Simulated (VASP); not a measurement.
# F2 in VASP: notebook

F2 is run at these levels: HSE06; tasks: single point, relaxation of the atoms.

All numbers are computed with VASP 6.6.1; they aren't measurements. Logs are shortened: lines on timing, memory, paths and dates and some standing lists are left out, and cuts for length are marked.

### Step 1. The cell of the first run

The cell holds a molecule in a box, 2 atoms: a = 12.000 Å, b = 12.200 Å, c = 12.400 Å, α = 90.00°, β = 90.00°, γ = 90.00°.

### Step 2. Single point, HSE06

Input file POSCAR:

```
F
1.0
   12.0000000000      0.0000000000      0.0000000000
    0.0000000000     12.2000000000      0.0000000000
    0.0000000000      0.0000000000     12.4000000000
F
2
Direct
    0.5000000000      0.5000000000      0.4444869853
    0.5000000000      0.5000000000      0.5555130147
```

Input file INCAR.step1:

```
SYSTEM = F
PREC = Accurate
ENCUT = 520
EDIFF = 1E-5
ISMEAR = 0
SIGMA = 0.01
LREAL = .False.
LASPH = .True.
NELM = 60
ALGO = Normal
ISIF = 2
LWAVE = .True.
GGA = PE
NBANDS = 14
```

Input file INCAR.step2:

```
SYSTEM = F
PREC = Accurate
ENCUT = 520
EDIFF = 1E-6
ISMEAR = 0
SIGMA = 0.01
LREAL = .False.
LASPH = .True.
NELM = 60
ALGO = Normal
ISIF = 2
LWAVE = .False.
LCHARG = .True.
GGA = PE
LHFCALC = .True.
HFSCREEN = 0.2079
PRECFOCK = Normal
LELF = .True.
LVHAR = .True.
ISTART = 1
NBANDS = 14
```

Input file KPOINTS:

```
Automatic mesh
0
Gamma
  1 1 1
  0 0 0
```

Potentials or basis: VASP PAW PBE potentials, release 64 (F).

Started as:

```sh
cat potpaw_PBE.64/F/POTCAR > POTCAR
cp INCAR.step1 INCAR
mpirun -np 1 vasp_gam > vasp.out
cp INCAR.step2 INCAR
mpirun -np 1 vasp_gam > vasp.out
```

OUTCAR:

```text
SYSTEM = F
   PREC = Accurate
   ENCUT = 520
   EDIFF = 1E-6
   ISMEAR = 0
   LREAL = .False.
   LASPH = .True.
   NELM = 60
   ISIF = 2
   GGA = PE
   LHFCALC = .True.
   HFSCREEN = 0.2079
   PRECFOCK = Normal
   ISTART = 1

 ion  position               nearest neighbor table
   1  0.500  0.500  0.444-   2 1.38
   2  0.500  0.500  0.556-   1 1.38

  LATTYP: Found a simple orthorhombic cell.
 ALAT       =    12.0000000000
 B/A-ratio  =     1.0166666667
 C/A-ratio  =     1.0333333333

  Lattice vectors:

 A1 = (  12.0000000000,   0.0000000000,   0.0000000000)
 A2 = (   0.0000000000,  12.2000000000,   0.0000000000)
 A3 = (   0.0000000000,   0.0000000000,  12.4000000000)

Analysis of symmetry for initial positions (statically):
=====================================================================
 Subroutine PRICEL returns:
 Original cell was already a primitive cell.

 Routine SETGRP: Setting up the symmetry group for a
 simple orthorhombic supercell.

 Subroutine GETGRP returns: Found  8 space group operations
 (whereof  8 operations were pure point group operations)
 out of a pool of  8 trial point group operations.

The static configuration has the point symmetry D_2h.

Analysis of symmetry for dynamics (positions and initial velocities):
=====================================================================
 Subroutine PRICEL returns:
 Original cell was already a primitive cell.

 Routine SETGRP: Setting up the symmetry group for a
 simple orthorhombic supercell.

 Subroutine GETGRP returns: Found  8 space group operations
 (whereof  8 operations were pure point group operations)
 out of a pool of  8 trial point group operations.

The dynamic configuration has the point symmetry D_2h.

 Subroutine INISYM returns: Found  8 space group operations
 (whereof  8 operations are pure point group operations),
 and found     1 'primitive' translations

----------------------------------------------------------------------------------------

                                     Primitive cell

  volume of cell :    1815.3600

  direct lattice vectors                    reciprocal lattice vectors
    12.000000000  0.000000000  0.000000000     0.083333333  0.000000000  0.000000000
     0.000000000 12.200000000  0.000000000     0.000000000  0.081967213  0.000000000
     0.000000000  0.000000000 12.400000000     0.000000000  0.000000000  0.080645161

  length of vectors
    12.000000000 12.200000000 12.400000000     0.083333333  0.081967213  0.080645161

  position of ions in fractional coordinates (direct lattice)
     0.500000000  0.500000000  0.444486985
     0.500000000  0.500000000  0.555513015

  ion indices of the primitive-cell ions
   primitive index   ion index
                 1           1
                 2           2

----------------------------------------------------------------------------------------

 KPOINTS: Automatic mesh

Automatic generation of k-mesh.
 Grid dimensions read from file:
 generate k-points for:    1    1    1

 Generating k-lattice:

  Cartesian coordinates                     Fractional coordinates (reciprocal lattice)
     0.083333333  0.000000000  0.000000000     1.000000000  0.000000000  0.000000000
     0.000000000  0.081967213  0.000000000     0.000000000  1.000000000  0.000000000
     0.000000000  0.000000000  0.080645161     0.000000000  0.000000000  1.000000000

  Length of vectors
     0.083333333  0.081967213  0.080645161

  Shift w.r.t. Gamma in fractional coordinates (k-lattice)
     0.000000000  0.000000000  0.000000000

 Subroutine IBZKPT returns following result:
 ===========================================

 Found      1 irreducible k-points:

 Following reciprocal coordinates:
            Coordinates               Weight
  0.000000  0.000000  0.000000      1.000000
   k-points           NKPTS =      1   k-points in BZ     NKDIM =      1   number of bands    NBANDS=     14
   number of dos      NEDOS =    301   number of ions     NIONS =      2
   total plane-waves  NPLWV = 829440
   dimension x,y,z NGX =    90 NGY =   96 NGZ =   96
   dimension x,y,z NGXF=   180 NGYF=  192 NGZF=  192
   ions per type =               2
   NGX,Y,Z   is equivalent  to a cutoff of  12.47, 13.08, 12.87 a.u.
   NGXF,Y,Z  is equivalent  to a cutoff of  24.94, 26.16, 25.74 a.u.
 SYSTEM =  F
   PREC   = accura    normal or accurate (medium, high low for compatibility)
   ISTART =      1    job   : 0-new  1-cont  2-samecut
   ICHARG =      0    charge: 1-file 2-atom 10-const
   ISPIN  =      1    spin polarized calculation?
   LNONCOLLINEAR =      F non collinear calculations
   LSORBIT =      F    spin-orbit coupling
   LASPH  =      T    aspherical Exc in radial PAW
   ENCUT  =  520.0 eV  38.22 Ry    6.18 a.u.  22.31 22.68 23.06*2*pi/ulx,y,z
   NELM   =     60;   NELMIN=  2; NELMDL=  0     # of ELM steps
   EDIFF  = 0.1E-05   stopping-criterion for ELM
   LREAL  =      F    real-space projection
   EDIFFG = 0.1E-04   stopping-criterion for IOM
   NSW    =      0    number of steps for IOM
   IBRION =     -1    ionic relax: 0-MD 1-quasi-New 2-CG
   NFREE  =      0    steps in history (QN), initial steepest desc. (CG)
   ISIF   =      2    stress and relaxation
   ISYM   =      3    0-nonsym 1-usesym 2-fastsym
   POTIM  = 0.5000    time-step for ionic-motion
   TEBEG  =    0.0;   TEEND  =   0.0 temperature during run
   PSTRESS=    0.0 pullay stress
   NELECT =      14.0000    total number of electrons
   NUPDOWN=      -1.0000    fix difference up-down
   EMIN   =  10.00;   EMAX   =-10.00  energy-range for DOS
   EFERMI =   0.00;   METHOD = LEGACY
   ISMEAR =     0;   SIGMA  =   0.01  broadening in eV -4-tet -1-fermi 0-gaus
   EFERMI_NEDOS =   21; number of points for ismear=-14 and -15
   IALGO  =     38    algorithm
   IMIX   =      1    mixing-type and parameters
     AMIX     =   0.40;   BMIX     =  1.00
     AMIX_MAG =   1.60;   BMIX_MAG =  1.00
  volume/ion in A,a.u.               =     907.68      6125.33
  Fermi-wavevector in a.u.,A,eV,Ry     =   0.323442  0.611217  1.423371  0.104615
  Thomas-Fermi vector in A             =   1.212697
   LORBIT       =      0    0 simple, 1 ext, 2 COOP (PROOUT), +10 PAW based schemes
   GGA     = PE    functional components
   LHFCALC =     T    Hartree Fock is set to
   PRECFOCK=normal    Normal, Fast or Accurate (Low or Medium for compatibility)
   ENCUT4O =  -1.0   cutoff for four orbital integrals eV
   NKREDX  =     1    reduce k-point grid by
   NKREDY  =     1    reduce k-point grid by
   NKREDZ  =     1    reduce k-point grid by
   AEXX    =    0.2500 exact exchange contribution
   HFSCREEN=    0.2079 screening length (either q_TF or 0.3 A-1)
   HFSCREENC=   0.2079 screening length for correlation (either q_TF or 0.3 A-1)
   ENCUTFOCK=  -1.0 apply spherical cutoff to Coloumb kernel
   IVDW    =     0    specifies the selected vdW correction
   LEPSILON=     F    determine dielectric tensor
   LRPA    =     F    only Hartree local field effects (RPA)
 non-spin polarized calculation
 Gauss-broadening in eV      SIGMA  =   0.01
  energy-cutoff  :      520.00
  volume of cell :     1815.36
 maximum number of plane-waves:     24454
 NGX is ok and might be reduce to    90
  NGX = 70; NGY = 70; NGZ = 70

 number of electron      13.9999992 magnetization

 Free energy of the ion-electron system (eV)
  ---------------------------------------------------
  ext. energy  EPLUGINS =         0.00000000
  ---------------------------------------------------
  free energy    TOTEN  =        -6.49322893 eV

  energy without entropy =       -6.49322893  energy(sigma->0) =       -6.49322893

 E-fermi : -11.0140     XC(G=0):  -0.2933

 val. band max:      -11.1592413761   @ k =   0.0000   0.0000   0.0000
 cond. band min:      -3.7538925064   @ k =   0.0000   0.0000   0.0000
 fundamental gap:      7.4053488697
 Fermi energy:       -11.0140493604

 k-point     1 :       0.0000    0.0000    0.0000
  band No.  band energies     occupation
      1     -37.8502      2.00000
      2     -30.4753      2.00000
      3     -16.6220      2.00000
      4     -15.0548      2.00000
      5     -15.0548      2.00000
      6     -11.1593      2.00000
      7     -11.1592      2.00000
      8      -3.7539      0.00000
      9      -0.1635      0.00000
     10       0.6740      0.00000
     11       0.8630      0.00000
     12       0.8858      0.00000
     13       0.9164      0.00000
     14       0.9537      0.00000

------------------------ aborting loop because EDIFF is reached ----------------------------------------

  FORCE on cell =-STRESS in cart. coord.  units (eV):
  Direction    XX          YY          ZZ          XY          YZ          ZX
  --------------------------------------------------------------------------------------
  -------------------------------------------------------------------------------------
  Total       -0.0950560     -0.0929958      0.6727373      0.0000000      0.0000000      0.0000000
  in kB       -0.0838933     -0.0820751      0.5937359      0.0000000      0.0000000      0.0000000
  external PRESSURE =       0.1425892 kB  Pullay stress =       0.0000000 kB

 VOLUME and BASIS-vectors are now :
 -----------------------------------------------------------------------------
  energy-cutoff  :      520.00
  volume of cell :     1815.36
      direct lattice vectors                 reciprocal lattice vectors
    12.000000000  0.000000000  0.000000000     0.083333333  0.000000000  0.000000000
     0.000000000 12.200000000  0.000000000     0.000000000  0.081967213  0.000000000
     0.000000000  0.000000000 12.400000000     0.000000000  0.000000000  0.080645161

 POSITION                                       TOTAL-FORCE (eV/Angst)
 -----------------------------------------------------------------------------------
      6.00000      6.10000      5.51164         0.000000      0.000000     -0.557192
      6.00000      6.10000      6.88836         0.000000      0.000000      0.557192
 -----------------------------------------------------------------------------------
    total drift:                                0.000000     -0.000000     -0.000000

  FREE ENERGIE OF THE ION-ELECTRON SYSTEM (eV)
  ---------------------------------------------------
  free  energy   TOTEN  =        -6.4932289278 eV

  energy  without entropy=       -6.4932289278  energy(sigma->0) =       -6.49322893
```

Run time: 7.5 min. Hardware: 1 thread of AMD EPYC 7R13 (Zen 3), shared host; peak memory 1.4 GiB.

Results:

* Free energy: -6.4932 eV
* Largest force: 0.557 eV/Å
* Gap between the frontier levels: 7.41 eV

Forces on the atoms (eV/Å):
```
F    0.000  0.000 -0.557
F    0.000  0.000  0.557
```

Caveat: the PAW data sets were made with another functional, which shifts forces and pressure a little.

### Step 3. Relaxation of the atoms, HSE06

Input file POSCAR:

```
F
1.0
   12.0000000000      0.0000000000      0.0000000000
    0.0000000000     12.2000000000      0.0000000000
    0.0000000000      0.0000000000     12.4000000000
F
2
Direct
    0.5000000000      0.5000000000      0.4430645161
    0.5000000000      0.5000000000      0.5569354839
```

Input file INCAR.step1:

```
SYSTEM = F
  PREC = Accurate
  ENCUT = 520
  EDIFF = 1E-5
  ISMEAR = 0
  SIGMA = 0.01
  LREAL = .FALSE.
  LASPH = .TRUE.
  NELM = 80
  ALGO = Normal
  LWAVE = .TRUE.
  LCHARG = .FALSE.
  GGA = PE
  NBANDS = 14
```

Input file INCAR.step2:

```
SYSTEM = F
  PREC = Accurate
  ENCUT = 520
  EDIFF = 1E-7
  ISMEAR = 0
  SIGMA = 0.01
  LREAL = .FALSE.
  LASPH = .TRUE.
  NELM = 80
  ALGO = Normal
  ISIF = 2
  LWAVE = .FALSE.
  LCHARG = .FALSE.
  GGA = PE
  LHFCALC = .TRUE.
  HFSCREEN = 0.2079
  PRECFOCK = Normal
  IBRION = 2
  NSW = 60
  EDIFFG = -0.01
  ISTART = 1
```

Input file KPOINTS:

```
regular mesh
0
G
  1 1 1
  0 0 0
```

Potentials or basis: VASP PAW PBE potentials, release 64 (F).

Started as:

```sh
cat potpaw_PBE.64/F/POTCAR > POTCAR
cp INCAR.step1 INCAR
mpirun -np 1 vasp_gam > vasp.out
cp INCAR.step2 INCAR
mpirun -np 1 vasp_gam > vasp.out
```

Run time: 27 min. Hardware: 1 thread of AMD EPYC 7R13 (Zen 3), shared host; peak memory 1.4 GiB.

The run converged. Its results:

| Item | Value |
| --- | --- |
| Free energy | -6.4967 eV |
| Energy gained by relaxing | 5.1 meV/atom |
| Ionic steps | 3 |
| Largest force after relaxing | 0.008 eV/Å |
| Gap between the frontier levels | 7.23 eV |

Forces in eV/Å, atoms in the order of the input:
```
F    0.000  0.000 -0.008
F    0.000  0.000  0.008
```

Step by step:
| step | energy change (eV) | largest force (eV/Å) | pressure (GPa) |
| --- | --- | --- | --- |
| 1 | 0.0000 | 0.8841 | -0.04 |
| 2 | 0.0845 | 3.2252 | 0.12 |
| 3 | -0.0102 | 0.0085 | -0.01 |

Final structure:
```
F
1.0
    12.00000    0.00000    0.00000
     0.00000   12.20000    0.00000
     0.00000    0.00000   12.40000
F
2
Direct
  0.50000 0.50000 0.44398
  0.50000 0.50000 0.55602
```

Levels at points of the mesh, in eV from the valence-band top:
```csv
k point,band 3,band 4,band 5,band 6,band 7,band 8,band 9,band 10,band 11
"(0.00, 0.00, 0.00)",-5.33,-3.76,-3.76,0.00,0.00,7.23,11.07,11.94,12.09
```

Caveat: the PAW data sets were made with another functional, which shifts forces and pressure a little.
